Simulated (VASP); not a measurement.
# Ga2O3 (P2_1/m) in VASP: single point with PBE

Aim: the single point of Ga2O3 with PBE.

All numbers are computed with VASP 6.6.1; they aren't measurements. Logs are shortened: lines on timing, memory, paths and dates and some standing lists are left out, and cuts for length are marked.

**1. The cell of the first run**

It takes space group P2_1/m (No. 11, monoclinic). The conventional cell has a = 5.878 Å, b = 3.084 Å, c = 12.100 Å, α = 90.00°, β = 90.05°, γ = 90.00°. Within 2.5 Å of Ga (site symmetry m) lie 4 O at 1.86 to 1.90 Å. Within 2.5 Å of Ga (site symmetry m) lie 4 O at 1.86 to 1.90 Å. Within 2.6 Å of Ga (site symmetry m) lie 6 O at 1.97 to 2.11 Å. Ga (site symmetry m) has 6 O at 1.97 to 2.16 Å within 2.6 Å. Within 2.5 Å of O (site symmetry m) lie 4 Ga at 1.86 to 2.16 Å. Within 2.5 Å of O (site symmetry m) lie 3 Ga at 1.86 to 1.97 Å. Within 2.5 Å of O (site symmetry m) lie 3 Ga at 1.90 to 2.11 Å. O (site symmetry m) has 4 Ga at 1.90 to 2.11 Å within 2.5 Å.

**2. Single point, PBE**

File INCAR:

```
SYSTEM = Ga2O3
  PREC = Accurate
  ENCUT = 520
  EDIFF = 1E-6
  ISMEAR = 0
  SIGMA = 0.05
  LREAL = Auto
  LASPH = .TRUE.
  NELM = 100
  ALGO = Normal
  ISIF = 2
  LWAVE = .FALSE.
  LCHARG = .TRUE.
  GGA = PE
  LELF = .TRUE.
  LVHAR = .TRUE.
  NBANDS = 104
```

File KPOINTS:

```
Automatic mesh
0
G
  5 9 3
  0 0 0
```

File POSCAR:

```
Ga2O3
1.0
    1.4027234631      0.0000000000     -5.7076941965
    0.0000000000      3.0835130475      0.0000000000
   11.7534993698      0.0000000000      2.8768319744
Ga O
8 12
Direct
   -0.1247666037      0.0000000000      0.8399134337
    0.6252333964      0.5000000000      0.3399134337
    0.3747666036      0.0000000000      0.6600865663
    0.1247666037      0.5000000000      0.1600865663
    0.1400524708      0.0000000000      0.4085007299
    0.3900524708      0.5000000000      0.9085007299
    0.6099475292      0.0000000000      0.0914992701
   -0.1400524707      0.5000000000      0.5914992701
   -0.4024618726      0.0000000000      0.9134883783
    0.3475381274      0.5000000000      0.4134883783
    0.6524618726      0.0000000000      0.5865116217
    0.4024618727      0.5000000000      0.0865116217
    0.1474912228      0.0000000000      0.9237013128
   -0.1025087772      0.5000000000      0.4237013128
    0.1025087772      0.0000000000      0.5762986872
    0.8525087772      0.5000000000      0.0762986872
    0.1163284238      0.0000000000      0.2460195696
    0.3663284238      0.5000000000      0.7460195696
    0.6336715762      0.0000000000      0.2539804304
   -0.1163284238      0.5000000000      0.7539804304
```

Potentials or basis: VASP PAW PBE potentials, release 64 (Ga_d, O).

Command:

```bash
$ cat potpaw_PBE.64/Ga_d/POTCAR potpaw_PBE.64/O/POTCAR > POTCAR
$ mpirun -np 1 vasp_std > vasp.out
```

OUTCAR:

```text
SYSTEM = Ga2O3
   PREC = Accurate
   ENCUT = 520
   EDIFF = 1E-6
   ISMEAR = 0
   LREAL = Auto
   LASPH = .TRUE.
   NELM = 100
   ISIF = 2
   GGA = PE

 ion  position               nearest neighbor table
   1  0.875  0.000  0.840-   9 1.86  20 1.86  20 1.86  13 1.90
   2  0.625  0.500  0.340-  10 1.86  19 1.86  19 1.86  14 1.90
   3  0.375  0.000  0.660-  11 1.86  18 1.86  18 1.86  15 1.90
   4  0.125  0.500  0.160-  12 1.86  17 1.86  17 1.86  16 1.90
   5  0.140  0.000  0.409-  10 1.97  10 1.97  17 1.97  15 2.04  14 2.11  14 2.11
   6  0.390  0.500  0.909-   9 1.97   9 1.97  18 1.97  13 2.11  13 2.11  12 2.16
   7  0.610  0.000  0.091-  12 1.97  12 1.97  19 1.97  16 2.11  16 2.11   9 2.16
   8  0.860  0.500  0.591-  11 1.97  11 1.97  20 1.97  14 2.04  15 2.11  15 2.11
   9  0.598  0.000  0.913-   1 1.86   6 1.97   6 1.97   7 2.16
  10  0.348  0.500  0.413-   2 1.86   5 1.97   5 1.97
  11  0.652  0.000  0.587-   3 1.86   8 1.97   8 1.97
  12  0.402  0.500  0.087-   4 1.86   7 1.97   7 1.97   6 2.16
  13  0.147  0.000  0.924-   1 1.90   6 2.11   6 2.11
  14  0.897  0.500  0.424-   2 1.90   8 2.04   5 2.11   5 2.11
  15  0.103  0.000  0.576-   3 1.90   5 2.04   8 2.11   8 2.11
  16  0.853  0.500  0.076-   4 1.90   7 2.11   7 2.11
  17  0.116  0.000  0.246-   4 1.86   4 1.86   5 1.97
  18  0.366  0.500  0.746-   3 1.86   3 1.86   6 1.97
  19  0.634  0.000  0.254-   2 1.86   2 1.86   7 1.97
  20  0.884  0.500  0.754-   1 1.86   1 1.86   8 1.97

  LATTYP: Found a simple monoclinic cell.
 ALAT       =     5.8775340199
 B/A-ratio  =     0.5246270012
 C/A-ratio  =     2.0587632096
 COS(beta)  =    -0.0009396993

  Lattice vectors:

 A1 = (   1.4027234631,   0.0000000000,  -5.7076941965)
 A2 = (   0.0000000000,  -3.0835130475,   0.0000000000)
 A3 = ( -11.7534993698,   0.0000000000,  -2.8768319744)

Analysis of symmetry for initial positions (statically):
=====================================================================
 Subroutine PRICEL returns:
 Original cell was already a primitive cell.

 Routine SETGRP: Setting up the symmetry group for a
 simple monoclinic supercell.

 Subroutine GETGRP returns: Found  4 space group operations
 (whereof  2 operations were pure point group operations)
 out of a pool of  4 trial point group operations.

The static configuration has the point symmetry C_1h.
 The point group associated with its full space group is C_2h.

Analysis of symmetry for dynamics (positions and initial velocities):
=====================================================================
 Subroutine PRICEL returns:
 Original cell was already a primitive cell.

 Routine SETGRP: Setting up the symmetry group for a
 simple monoclinic supercell.

 Subroutine GETGRP returns: Found  4 space group operations
 (whereof  2 operations were pure point group operations)
 out of a pool of  4 trial point group operations.

The dynamic configuration has the point symmetry C_1h.
 The point group associated with its full space group is C_2h.

 Subroutine INISYM returns: Found  4 space group operations
 (whereof  2 operations are pure point group operations),
 and found     1 'primitive' translations

----------------------------------------------------------------------------------------

                                     Primitive cell

  volume of cell :     219.3019

  direct lattice vectors                    reciprocal lattice vectors
     1.402723463  0.000000000 -5.707694197     0.040449950  0.000000000 -0.165261115
     0.000000000  3.083513047  0.000000000     0.000000000  0.324305422  0.000000000
    11.753499370  0.000000000  2.876831974     0.080253538  0.000000000  0.019723117

  length of vectors
     5.877534020  3.083513047 12.100450803     0.170139456  0.324305422  0.082641586

  position of ions in fractional coordinates (direct lattice)
     0.875233396  0.000000000  0.839913434
     0.625233396  0.500000000  0.339913434
     0.374766604  0.000000000  0.660086566
     0.124766604  0.500000000  0.160086566
     0.140052471  0.000000000  0.408500730
     0.390052471  0.500000000  0.908500730
[... 12 lines left out ...]
     0.633671576  0.000000000  0.253980430
     0.883671576  0.500000000  0.753980430

  ion indices of the primitive-cell ions
   primitive index   ion index
                 1           1
                 2           2
                 3           3
                 4           4
                 5           5
                 6           6
[... 12 lines left out ...]
                19          19
                20          20

----------------------------------------------------------------------------------------

 KPOINTS: Automatic mesh

Automatic generation of k-mesh.
 Grid dimensions read from file:
 generate k-points for:    5    9    3

 Generating k-lattice:

  Cartesian coordinates                     Fractional coordinates (reciprocal lattice)
     0.008089990  0.000000000 -0.033052223     0.200000000  0.000000000  0.000000000
     0.000000000  0.036033936  0.000000000     0.000000000  0.111111111  0.000000000
     0.026751179  0.000000000  0.006574372     0.000000000  0.000000000  0.333333333

  Length of vectors
     0.034027891  0.036033936  0.027547195

  Shift w.r.t. Gamma in fractional coordinates (k-lattice)
     0.000000000  0.000000000  0.000000000

 Subroutine IBZKPT returns following result:
 ===========================================

 Found     40 irreducible k-points:

 Following reciprocal coordinates:
            Coordinates               Weight
  0.000000  0.000000  0.000000      1.000000
  0.200000  0.000000 -0.000000      2.000000
  0.400000  0.000000  0.000000      2.000000
  0.000000  0.111111  0.000000      2.000000
  0.200000  0.111111 -0.000000      4.000000
  0.400000  0.111111  0.000000      4.000000
[... 16 lines left out ...]
  0.400000  0.111111  0.333333      4.000000
 -0.400000  0.111111  0.333333      4.000000
 [... further k-points ...]
   k-points           NKPTS =     40   k-points in BZ     NKDIM =     40   number of bands    NBANDS=    104
   number of dos      NEDOS =    301   number of ions     NIONS =     20
   total plane-waves  NPLWV = 103680
   dimension x,y,z NGX =    48 NGY =   24 NGZ =   90
   dimension x,y,z NGXF=    96 NGYF=   48 NGZF=  180
   ions per type =               8  12
   NGX,Y,Z   is equivalent  to a cutoff of  13.58, 12.94, 12.36 a.u.
   NGXF,Y,Z  is equivalent  to a cutoff of  27.15, 25.88, 24.73 a.u.
 SYSTEM =  Ga2O3
   PREC   = accura    normal or accurate (medium, high low for compatibility)
   ISTART =      0    job   : 0-new  1-cont  2-samecut
   ICHARG =      2    charge: 1-file 2-atom 10-const
   ISPIN  =      1    spin polarized calculation?
   LNONCOLLINEAR =      F non collinear calculations
   LSORBIT =      F    spin-orbit coupling
   LASPH  =      T    aspherical Exc in radial PAW
   ENCUT  =  520.0 eV  38.22 Ry    6.18 a.u.  10.93  5.73 22.50*2*pi/ulx,y,z
   NELM   =    100;   NELMIN=  2; NELMDL= -5     # of ELM steps
   EDIFF  = 0.1E-05   stopping-criterion for ELM
   LREAL  =      T    real-space projection
   EDIFFG = 0.1E-04   stopping-criterion for IOM
   NSW    =      0    number of steps for IOM
   IBRION =     -1    ionic relax: 0-MD 1-quasi-New 2-CG
   NFREE  =      0    steps in history (QN), initial steepest desc. (CG)
   ISIF   =      2    stress and relaxation
   ISYM   =      2    0-nonsym 1-usesym 2-fastsym
   POTIM  = 0.5000    time-step for ionic-motion
   TEBEG  =    0.0;   TEEND  =   0.0 temperature during run
   PSTRESS=    0.0 pullay stress
   NELECT =     176.0000    total number of electrons
   NUPDOWN=      -1.0000    fix difference up-down
   EMIN   =  10.00;   EMAX   =-10.00  energy-range for DOS
   EFERMI =   0.00;   METHOD = LEGACY
   ISMEAR =     0;   SIGMA  =   0.05  broadening in eV -4-tet -1-fermi 0-gaus
   EFERMI_NEDOS =   21; number of points for ismear=-14 and -15
   IALGO  =     38    algorithm
   IMIX   =      4    mixing-type and parameters
     AMIX     =   0.40;   BMIX     =  1.00
     AMIX_MAG =   1.60;   BMIX_MAG =  1.00
  volume/ion in A,a.u.               =      10.97        74.00
  Fermi-wavevector in a.u.,A,eV,Ry     =   1.521359  2.874951 31.491123  2.314532
  Thomas-Fermi vector in A             =   2.630085
   LORBIT       =      0    0 simple, 1 ext, 2 COOP (PROOUT), +10 PAW based schemes
   GGA     = PE    functional components
   LHFCALC =     F    Hartree Fock is set to
   AEXX    =    0.0000 exact exchange contribution
   IVDW    =     0    specifies the selected vdW correction
   LEPSILON=     F    determine dielectric tensor
   LRPA    =     F    only Hartree local field effects (RPA)
 non-spin polarized calculation
 Gauss-broadening in eV      SIGMA  =   0.05
  energy-cutoff  :      520.00
  volume of cell :      219.30
 maximum number of plane-waves:      5934
 NGX is ok and might be reduce to    48
   NGX = 21   NGY = 11   NGZ = 45

 number of electron     176.0000033 magnetization

 Free energy of the ion-electron system (eV)
  ---------------------------------------------------
  ext. energy  EPLUGINS =         0.00000000
  ---------------------------------------------------
  free energy    TOTEN  =      -118.51997912 eV

  energy without entropy =     -118.51997912  energy(sigma->0) =     -118.51997912

 E-fermi :   4.1640     XC(G=0): -11.3873

 val. band max:        3.8965227868   @ k =  -0.4000   0.1111   0.3333
 cond. band min:       5.3431843809   @ k =   0.0000   0.0000   0.0000
 fundamental gap:      1.4466615941
 Fermi energy:         4.1639986116

 k-point     1 :       0.0000    0.0000    0.0000
  band No.  band energies     occupation
      1     -15.6775      2.00000
      2     -15.0866      2.00000
      3     -15.0189      2.00000
      4     -14.5226      2.00000
      5     -14.1904      2.00000
      6     -14.1280      2.00000
[... 92 lines left out ...]
     99      11.4316      0.00000
    100      11.5627      0.00000

 k-point     2 :       0.2000    0.0000   -0.0000
  band No.  band energies     occupation
      1     -15.6554      2.00000
      2     -15.0704      2.00000
      3     -14.9702      2.00000
      4     -14.5002      2.00000
      5     -14.2151      2.00000
      6     -14.1842      2.00000
[... 2358 lines left out ...]
     99      11.4583      0.00000
    100      11.6324      0.00000

 [... further k-points ...]

 [bands above 100 left out]

------------------------ aborting loop because EDIFF is reached ----------------------------------------

  FORCE on cell =-STRESS in cart. coord.  units (eV):
  Direction    XX          YY          ZZ          XY          YZ          ZX
  --------------------------------------------------------------------------------------
  -------------------------------------------------------------------------------------
  Total       -0.0321233      0.4495828      0.5079988      0.0000000      0.0000000      1.1743289
  in kB       -0.2346866      3.2845655      3.7113417      0.0000000      0.0000000      8.5794221
  external PRESSURE =       2.2537402 kB  Pullay stress =       0.0000000 kB

 VOLUME and BASIS-vectors are now :
 -----------------------------------------------------------------------------
  energy-cutoff  :      520.00
  volume of cell :      219.30
      direct lattice vectors                 reciprocal lattice vectors
     1.402723463  0.000000000 -5.707694197     0.040449950  0.000000000 -0.165261115
     0.000000000  3.083513047  0.000000000     0.000000000  0.324305422  0.000000000
    11.753499370  0.000000000  2.876831974     0.080253538  0.000000000  0.019723117

 POSITION                                       TOTAL-FORCE (eV/Angst)
 -----------------------------------------------------------------------------------
     11.09963      0.00000     -2.57927         0.768609      0.000000     -1.902550
      4.87220      1.54176     -2.59077         0.043734      0.000000     -0.063010
      8.28402      0.00000     -0.24010        -0.043734      0.000000      0.063010
      2.05659      1.54176     -0.25159        -0.768609      0.000000      1.902550
      4.99777      0.00000      0.37581         0.005859      0.000000     -0.022610
     11.22520      1.54176      0.38730        -1.565724      0.000000      2.926226
[... 12 lines left out ...]
      3.87402      0.00000     -2.88614        -0.032423      0.000000      0.294809
     10.10146      1.54176     -2.87465        -0.101834      0.000000      0.370804
 -----------------------------------------------------------------------------------
    total drift:                               -0.000000     -0.000000      0.000001

  FREE ENERGIE OF THE ION-ELECTRON SYSTEM (eV)
  ---------------------------------------------------
  free  energy   TOTEN  =      -118.5199791154 eV

  energy  without entropy=     -118.5199791154  energy(sigma->0) =     -118.51997912
```

Wall time 33 min (1 thread of AMD EPYC 9R14 (Zen 4), shared host); peak memory 0.62 GiB.

Results:

```yaml
Free_energy: -118.5200 eV
Pressure: 0.2 GPa
Largest_force: 3.319 eV/Å
Band_gap_on_the_k_mesh: 1.45 eV, indirect (least direct gap 1.58 eV)
```

Forces on the atoms (eV/Å):
```
Ga   0.769  0.000 -1.903
Ga   0.044  0.000 -0.063
Ga  -0.044  0.000  0.063
Ga  -0.769  0.000  1.903
Ga   0.006  0.000 -0.023
Ga  -1.566  0.000  2.926
Ga   1.566  0.000 -2.926
Ga  -0.006  0.000  0.023
O    0.971  0.000  0.436
O    0.029  0.000  0.004
O   -0.029  0.000 -0.004
O   -0.971  0.000 -0.436
O   -0.125  0.000 -1.098
O   -0.024  0.000 -0.006
O    0.024  0.000  0.006
O    0.125  0.000  1.098
O    0.102  0.000 -0.371
O    0.032  0.000 -0.295
O   -0.032  0.000  0.295
O   -0.102  0.000  0.371
```

Levels at points of the mesh, in eV from the valence-band top:
```
           k point  band 84  band 85  band 86  band 87  band 88  band 89  band 90  band 91  band 92  band 93
(0.00, 0.00, 0.00)    -0.59    -0.48    -0.45    -0.38    -0.13     1.45     3.63     3.77     4.76     5.10
```

Caveat: forces of over 1 eV/Å act on the atoms, so gaps and moduli don't describe the material at rest. As with any semilocal functional, this PBE gap is likely too small.
